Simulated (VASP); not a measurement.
Set up this calculation in VASP 6.6.1, as the native input.

* Task: single point
* Functional: PBE
* Potentials or basis: VASP PAW PBE potentials, release 64 (W_sv, I)
* Cutoff: 520 eV
* k mesh: 6 × 6 × 6
* Occupations: gaussian, width 0.1 eV
* Spin: no spin polarisation
* Dipole correction: no
* Further INCAR settings: ALGO = Normal; EDIFF = 1e-07; NBANDS = 24

The structure of W2I lies in POSCAR:

```
W2I
1.0
    0.0000000000      3.1247277483      3.1247277483
    3.1247277483      0.0000000000      3.1247277483
    3.1247277483      3.1247277483      0.0000000000
W I
2 1
Direct
    0.2500000000      0.2500000000      0.2500000000
    0.7500000000      0.7500000000      0.7500000000
    0.0000000000      0.0000000000      0.0000000000
```

These files were run (other wordings do the same):

INCAR

```
SYSTEM = W2I
ALGO = Normal
EDIFF = 1E-7
ENCUT = 520
GGA = PE
ISIF = 2
ISMEAR = 0
LASPH = .TRUE.
LCHARG = .FALSE.
LREAL = .FALSE.
LWAVE = .FALSE.
NBANDS = 24
NELM = 80
PREC = Accurate
SIGMA = 0.1
```

KPOINTS

```
k-points
0
G
  6 6 6
  0 0 0
```

Potentials or basis: VASP PAW PBE potentials, release 64 (W_sv, I).

Run with:

```console
$ cat potpaw_PBE.64/W_sv/POTCAR potpaw_PBE.64/I/POTCAR > POTCAR
$ mpirun -np 1 vasp_std > vasp.out
```

Results of the run:

- Pressure: -0.1 GPa
- Band gap on the k mesh: zero (an odd number of electrons rules out a gap without spin polarisation)

Caveat: spin-orbit coupling is left out, which moves the levels of the heavy elements.

Run time: 24 s on 1 thread of AMD EPYC 7R13 Processor (Zen 3), on a shared host, peak memory 0.17 GiB.
